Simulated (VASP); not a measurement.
**Tl: single point with LDA**

Tl:

```
Tl
1.0
     3.45600    0.00000    0.00000
    -1.72800    2.99298    0.00000
     0.00000    0.00000    5.52500
Tl
2
Direct
  0.33333 0.66667 0.25000
  0.66667 0.33333 0.75000
```

* Program: VASP 6.6.1
* Task: single point
* Functional: LDA
* Potentials or basis: VASP PAW LDA potentials, release 64 (Tl_d)
* Cutoff: 520 eV
* k mesh: 12 × 12 × 6
* Occupations: gaussian, width 0.05 eV
* Spin: no spin polarisation

| Item | Value |
| --- | --- |
| Pressure | -1.6 GPa |
| Band gap on the k mesh | zero (band 13 reaches 9.79 eV, above the bottom of band 14 at 4.00 eV) |

Stress tensor (GPa, compression positive):
```
-1.27  0.00  0.00
 0.00 -1.27  0.00
 0.00  0.00 -2.17
```

Levels at points of the mesh, in eV from the Fermi level:
```
           k point  band 10  band 11  band 12  band 13  band 14  band 15  band 16  band 17
(0.00, 0.00, 0.00)   -11.01   -10.04    -5.10    -2.82     7.95     7.95    10.04    10.04
(0.50, 0.00, 0.00)   -10.96    -5.77    -4.68    -0.68     0.51     1.35     3.85     3.86
(0.00, 0.00, 0.50)   -11.12    -8.60    -8.60     3.37     3.37     8.93     8.93     8.93
(0.50, 0.00, 0.50)   -10.98    -4.71    -4.71    -2.26    -2.26     5.54     5.54     6.13
```

It took 98 s on 1 thread of AMD EPYC 7R43 64-Core Processor (Zen 3) (shared host), peak memory 0.16 GiB.

Caveat: spin-orbit coupling is left out, which moves the levels of the heavy elements.
